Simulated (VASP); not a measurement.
# Mn3Cu (Pm-3m) in VASP: relaxation of cell and atoms with PBE

Aim: the relaxation of cell and atoms of Mn3Cu with PBE.

Everything below comes from runs of VASP 6.6.1. Logs are shortened: lines on timing, memory, paths and dates and some standing lists are left out, and cuts for length are marked.

## (1) The cell of the first run

It takes space group Pm-3m (No. 221, cubic). The conventional cell has a = 3.701 Å, b = 3.701 Å, c = 3.701 Å, α = 90.00°, β = 90.00°, γ = 90.00°. Mn (site symmetry 4/mmm) has 8 Mn at 2.62 Å and 4 Cu at 2.62 Å within 3.5 Å. Within 3.5 Å of Cu (site symmetry m-3m) lie 12 Mn at 2.62 Å.

## (2) Relaxation of cell and atoms, PBE, collinear spin, ferromagnetic start

INCAR reads:

```
SYSTEM = Mn3Cu
PREC = Accurate
ENCUT = 600
EDIFF = 1E-6
ISMEAR = 0
SIGMA = 0.1
LREAL = .FALSE.
LASPH = .TRUE.
NELM = 150
ALGO = Normal
ISIF = 3
LWAVE = .FALSE.
LCHARG = .FALSE.
ISPIN = 2
MAGMOM = 2.62 2.62 2.62 0
LORBIT = 11
LMAXMIX = 4
GGA = PE
IBRION = 2
NSW = 90
EDIFFG = -0.04
```

KPOINTS reads:

```
Automatic mesh
0
G
  6 6 6
  0 0 0
```

POSCAR reads:

```
Mn3Cu
1.0
    3.7006448473      0.0000000000      0.0000000000
    0.0000000000      3.7006448473      0.0000000000
    0.0000000000      0.0000000000      3.7006448473
Mn Cu
3 1
Direct
    0.0000000000      0.5000000000      0.5000000000
    0.5000000000      0.0000000000      0.5000000000
    0.5000000000      0.5000000000      0.0000000000
    0.0000000000      0.0000000000      0.0000000000
```

Potentials or basis: VASP PAW PBE potentials, release 64 (Mn_pv, Cu).

Launch:

```sh
$ cat potpaw_PBE.64/Mn_pv/POTCAR potpaw_PBE.64/Cu/POTCAR > POTCAR
$ mpirun -np 1 vasp_std > vasp.out
```

OUTCAR:

```text
SYSTEM = Mn3Cu
   PREC = Accurate
   ENCUT = 600
   EDIFF = 1E-6
   ISMEAR = 0
   LREAL = .FALSE.
   LASPH = .TRUE.
   NELM = 150
   ISIF = 3
   ISPIN = 2
   LORBIT = 11
   GGA = PE
   IBRION = 2
   NSW = 90
   EDIFFG = -0.04

 ion  position               nearest neighbor table
   1  0.000  0.500  0.500-   2 2.62   3 2.62   4 2.62   3 2.62   4 2.62   2 2.62   4 2.62   4 2.62
                             2 2.62   3 2.62   3 2.62   2 2.62
   2  0.500  0.000  0.500-   1 2.62   3 2.62   4 2.62   3 2.62   4 2.62   1 2.62   3 2.62   3 2.62
                             1 2.62   4 2.62   4 2.62   1 2.62
   3  0.500  0.500  0.000-   1 2.62   2 2.62   4 2.62   1 2.62   2 2.62   2 2.62   4 2.62   2 2.62
                             1 2.62   4 2.62   1 2.62   4 2.62
   4  0.000  0.000  0.000-   1 2.62   2 2.62   3 2.62   1 2.62   2 2.62   1 2.62   3 2.62   1 2.62
                             2 2.62   3 2.62   2 2.62   3 2.62

  LATTYP: Found a simple cubic cell.
 ALAT       =     3.7006448473

  Lattice vectors:

 A1 = (   3.7006448473,   0.0000000000,   0.0000000000)
 A2 = (   0.0000000000,   3.7006448473,   0.0000000000)
 A3 = (   0.0000000000,   0.0000000000,   3.7006448473)

Analysis of symmetry for initial positions (statically):
=====================================================================
 Subroutine PRICEL returns:
 Original cell was already a primitive cell.

 Routine SETGRP: Setting up the symmetry group for a
 simple cubic supercell.

 Subroutine GETGRP returns: Found 48 space group operations
 (whereof 48 operations were pure point group operations)
 out of a pool of 48 trial point group operations.

The static configuration has the point symmetry O_h .

Analysis of symmetry for dynamics (positions and initial velocities):
=====================================================================
 Subroutine PRICEL returns:
 Original cell was already a primitive cell.

 Routine SETGRP: Setting up the symmetry group for a
 simple cubic supercell.

 Subroutine GETGRP returns: Found 48 space group operations
 (whereof 48 operations were pure point group operations)
 out of a pool of 48 trial point group operations.

The dynamic configuration has the point symmetry O_h .

Analysis of structural, dynamic, and magnetic symmetry:
=====================================================================
 Subroutine PRICEL returns:
 Original cell was already a primitive cell.

 Routine SETGRP: Setting up the symmetry group for a
 simple cubic supercell.

 Subroutine GETGRP returns: Found 48 space group operations
 (whereof 48 operations were pure point group operations)
 out of a pool of 48 trial point group operations.

The overall configuration has the point symmetry O_h .

 Subroutine INISYM returns: Found 48 space group operations
 (whereof 48 operations are pure point group operations),
 and found     1 'primitive' translations

----------------------------------------------------------------------------------------

                                     Primitive cell

  volume of cell :      50.6795

  direct lattice vectors                    reciprocal lattice vectors
     3.700644847  0.000000000  0.000000000     0.270223175  0.000000000  0.000000000
     0.000000000  3.700644847  0.000000000     0.000000000  0.270223175  0.000000000
     0.000000000  0.000000000  3.700644847     0.000000000  0.000000000  0.270223175

  length of vectors
     3.700644847  3.700644847  3.700644847     0.270223175  0.270223175  0.270223175

  position of ions in fractional coordinates (direct lattice)
     0.000000000  0.500000000  0.500000000
     0.500000000  0.000000000  0.500000000
     0.500000000  0.500000000  0.000000000
     0.000000000  0.000000000  0.000000000

  ion indices of the primitive-cell ions
   primitive index   ion index
                 1           1
                 2           2
                 3           3
                 4           4

----------------------------------------------------------------------------------------

 KPOINTS: Automatic mesh

Automatic generation of k-mesh.
 Grid dimensions read from file:
 generate k-points for:    6    6    6

 Generating k-lattice:

  Cartesian coordinates                     Fractional coordinates (reciprocal lattice)
     0.045037196  0.000000000  0.000000000     0.166666667  0.000000000  0.000000000
     0.000000000  0.045037196  0.000000000     0.000000000  0.166666667  0.000000000
     0.000000000  0.000000000  0.045037196     0.000000000  0.000000000  0.166666667

  Length of vectors
     0.045037196  0.045037196  0.045037196

  Shift w.r.t. Gamma in fractional coordinates (k-lattice)
     0.000000000  0.000000000  0.000000000

 Subroutine IBZKPT returns following result:
 ===========================================

 Found     20 irreducible k-points:

 Following reciprocal coordinates:
            Coordinates               Weight
  0.000000  0.000000  0.000000      1.000000
  0.166667  0.000000  0.000000      6.000000
  0.333333  0.000000  0.000000      6.000000
  0.500000  0.000000  0.000000      3.000000
  0.166667  0.166667  0.000000     12.000000
  0.333333  0.166667  0.000000     24.000000
[... 12 lines left out ...]
  0.500000  0.500000  0.333333      6.000000
  0.500000  0.500000  0.500000      1.000000
   k-points           NKPTS =     20   k-points in BZ     NKDIM =     20   number of bands    NBANDS=     34
   number of dos      NEDOS =    301   number of ions     NIONS =      4
   total plane-waves  NPLWV =  27000
   dimension x,y,z NGX =    30 NGY =   30 NGZ =   30
   dimension x,y,z NGXF=    60 NGYF=   60 NGZF=   60
   ions per type =               3   1
   NGX,Y,Z   is equivalent  to a cutoff of  13.48, 13.48, 13.48 a.u.
   NGXF,Y,Z  is equivalent  to a cutoff of  26.95, 26.95, 26.95 a.u.
 SYSTEM =  Mn3Cu
   PREC   = accura    normal or accurate (medium, high low for compatibility)
   ISTART =      0    job   : 0-new  1-cont  2-samecut
   ICHARG =      2    charge: 1-file 2-atom 10-const
   ISPIN  =      2    spin polarized calculation?
   LNONCOLLINEAR =      F non collinear calculations
   LSORBIT =      F    spin-orbit coupling
   LASPH  =      T    aspherical Exc in radial PAW
   ENCUT  =  600.0 eV  44.10 Ry    6.64 a.u.   7.39  7.39  7.39*2*pi/ulx,y,z
   NELM   =    150;   NELMIN=  2; NELMDL= -5     # of ELM steps
   EDIFF  = 0.1E-05   stopping-criterion for ELM
   LREAL  =      F    real-space projection
   EDIFFG = -.4E-01   stopping-criterion for IOM
   NSW    =     90    number of steps for IOM
   IBRION =      2    ionic relax: 0-MD 1-quasi-New 2-CG
   NFREE  =      1    steps in history (QN), initial steepest desc. (CG)
   ISIF   =      3    stress and relaxation
   ISYM   =      2    0-nonsym 1-usesym 2-fastsym
   POTIM  = 0.5000    time-step for ionic-motion
   TEBEG  =    0.0;   TEEND  =   0.0 temperature during run
   PSTRESS=    0.0 pullay stress
   NELECT =      50.0000    total number of electrons
   NUPDOWN=      -1.0000    fix difference up-down
   EMIN   =  10.00;   EMAX   =-10.00  energy-range for DOS
   EFERMI =   0.00;   METHOD = LEGACY
   ISMEAR =     0;   SIGMA  =   0.10  broadening in eV -4-tet -1-fermi 0-gaus
   EFERMI_NEDOS =   21; number of points for ismear=-14 and -15
   IALGO  =     38    algorithm
   IMIX   =      4    mixing-type and parameters
     AMIX     =   0.40;   BMIX     =  1.00
     AMIX_MAG =   1.60;   BMIX_MAG =  1.00
  volume/ion in A,a.u.               =      12.67        85.50
  Fermi-wavevector in a.u.,A,eV,Ry     =   1.629749  3.079779 36.138193  2.656082
  Thomas-Fermi vector in A             =   2.722164
   LORBIT       =     11    0 simple, 1 ext, 2 COOP (PROOUT), +10 PAW based schemes
   GGA     = PE    functional components
   LHFCALC =     F    Hartree Fock is set to
   AEXX    =    0.0000 exact exchange contribution
   IVDW    =     0    specifies the selected vdW correction
   LEPSILON=     F    determine dielectric tensor
   LRPA    =     F    only Hartree local field effects (RPA)
 conjugate gradient relaxation of ions
 spin polarized calculation
 Gauss-broadening in eV      SIGMA  =   0.10
  energy-cutoff  :      600.00
  volume of cell :       50.68
 maximum number of plane-waves:      1743
 NGX is ok and might be reduce to    30
   NGX = 15   NGY = 15   NGZ = 15

--------------------------------------- Ionic step        1  -------------------------------------------

 number of electron      49.9999997 magnetization       7.3813967

 Free energy of the ion-electron system (eV)
  ---------------------------------------------------
  ext. energy  EPLUGINS =         0.00000000
  ---------------------------------------------------
  free energy    TOTEN  =       -29.31069189 eV

  energy without entropy =      -29.28696867  energy(sigma->0) =      -29.29883028

------------------------ aborting loop because EDIFF is reached ----------------------------------------

  FORCE on cell =-STRESS in cart. coord.  units (eV):
  Direction    XX          YY          ZZ          XY          YZ          ZX
  --------------------------------------------------------------------------------------
  -------------------------------------------------------------------------------------
  Total       -1.7974597     -1.7974597     -1.7974597     -0.0000000     -0.0000000      0.0000000
  in kB      -56.8247495    -56.8247495    -56.8247495     -0.0000000     -0.0000000      0.0000000
  external PRESSURE =     -56.8247495 kB  Pullay stress =       0.0000000 kB
[... 61 lines left out ...]
  energy  without entropy=      -29.4739594939  energy(sigma->0) =      -29.49430299

--------------------------------------- Ionic step        3  -------------------------------------------

 number of electron      50.0000050 magnetization       1.8820330

 E-fermi :  10.0000     XC(G=0): -13.7225

 val. band max:        9.9950901562   @ k =   0.1667   0.0000   0.0000
 cond. band min:      10.0017462702   @ k =   0.3333   0.3333   0.3333
 fundamental gap:      0.0066561140
 Fermi energy:         9.9999624188

 spin component 1

 k-point     1 :       0.0000    0.0000    0.0000
  band No.  band energies     occupation
      1     -38.6501      1.00000
      2     -38.6501      1.00000
      3     -38.6501      1.00000
      4     -38.3611      1.00000
      5     -38.3611      1.00000
      6     -38.3611      1.00000
[... 1507 lines left out ...]
  energy  without entropy=      -29.6126061668  energy(sigma->0) =      -29.62646510

--------------------------------------- Ionic step        4  -------------------------------------------

 number of electron      50.0000039 magnetization       2.0171169

 Free energy of the ion-electron system (eV)
  ---------------------------------------------------
  ext. energy  EPLUGINS =         0.00000000
  ---------------------------------------------------
  free energy    TOTEN  =       -29.64253601 eV

  energy without entropy =      -29.61218997  energy(sigma->0) =      -29.62736299

 E-fermi :   9.8524     XC(G=0): -13.6619

 val. band max:        9.8371929753   @ k =   0.3333   0.3333   0.3333
 cond. band min:       9.8569644168   @ k =   0.5000   0.0000   0.0000
 fundamental gap:      0.0197714415
 Fermi energy:         9.8523667392

 spin component 1

 k-point     1 :       0.0000    0.0000    0.0000
  band No.  band energies     occupation
      1     -38.7946      1.00000
      2     -38.7946      1.00000
      3     -38.7946      1.00000
      4     -38.5206      1.00000
      5     -38.5206      1.00000
      6     -38.5206      1.00000
[... 1503 lines left out ...]
  FREE ENERGIE OF THE ION-ELECTRON SYSTEM (eV)
  ---------------------------------------------------
  free  energy   TOTEN  =       -29.6425360138 eV

  energy  without entropy=      -29.6121899737  energy(sigma->0) =      -29.62736299

 reached required accuracy - stopping structural energy minimisation

 total charge

# of ion       s       p       d       tot
------------------------------------------
    1        0.392   6.350   5.128  11.870
    2        0.392   6.350   5.128  11.870
    3        0.392   6.350   5.128  11.870
    4        0.546   0.603   9.070  10.219
--------------------------------------------------
tot          1.721  19.652  24.455  45.828

 magnetization (x)

# of ion       s       p       d       tot
------------------------------------------
    1        0.001  -0.002   0.675   0.674
    2        0.001  -0.002   0.675   0.674
    3        0.001  -0.002   0.675   0.674
    4       -0.011  -0.016   0.005  -0.022
--------------------------------------------------
tot         -0.007  -0.022   2.030   2.001
```

Wall time 2.9 min (1 thread of Intel Xeon 6975P-C (Granite Rapids), shared host); peak memory 0.22 GiB.

What came out:

```
Free energy                                           : -29.6425 eV
Relaxed volume                                        : 11.08 Å³/atom
Relaxed cell                                          : a = 3.538 Å, b = 3.538 Å, c = 3.538 Å, α = 90.00°, β = 90.00°, γ = 90.00°
Space group after relaxing (to 0.1 Å)                 : Pm-3m (No. 221)
Energy gained by relaxing                             : 83.0 meV/atom
Ionic steps                                           : 4
Pressure after relaxing                               : -0.2 GPa
Band gap on the k mesh                                : zero (filled and empty bands overlap)
Net moment                                            : 2.02 μB per cell
Site moments                                          : Mn +0.67; Cu -0.02 μB
Valence electrons inside the program's atomic spheres : Mn 11.87; Cu 10.22
```

Step by step:
```csv
step,energy change (eV),largest force (eV/Å),pressure (GPa),volume (Å³)
1,0.0000,0.0000,-5.68,50.68
2,-0.2040,0.0000,-12.48,47.45
3,-0.3296,0.0000,1.94,43.86
4,-0.3318,0.0000,-0.23,44.30
```

Final structure:
```cif
data_structure
_symmetry_space_group_name_H-M 'P 1'
_symmetry_Int_Tables_number 1
_cell_length_a 3.5384
_cell_length_b 3.5384
_cell_length_c 3.5384
_cell_angle_alpha 90.000
_cell_angle_beta 90.000
_cell_angle_gamma 90.000
_cell_volume 44.30
loop_
_atom_site_label
_atom_site_type_symbol
_atom_site_fract_x
_atom_site_fract_y
_atom_site_fract_z
_atom_site_occupancy
Mn1 Mn 0.00000 0.50000 0.50000 1
Mn2 Mn 0.50000 0.00000 0.50000 1
Mn3 Mn 0.50000 0.50000 0.00000 1
Cu1 Cu 0.00000 0.00000 0.00000 1
```
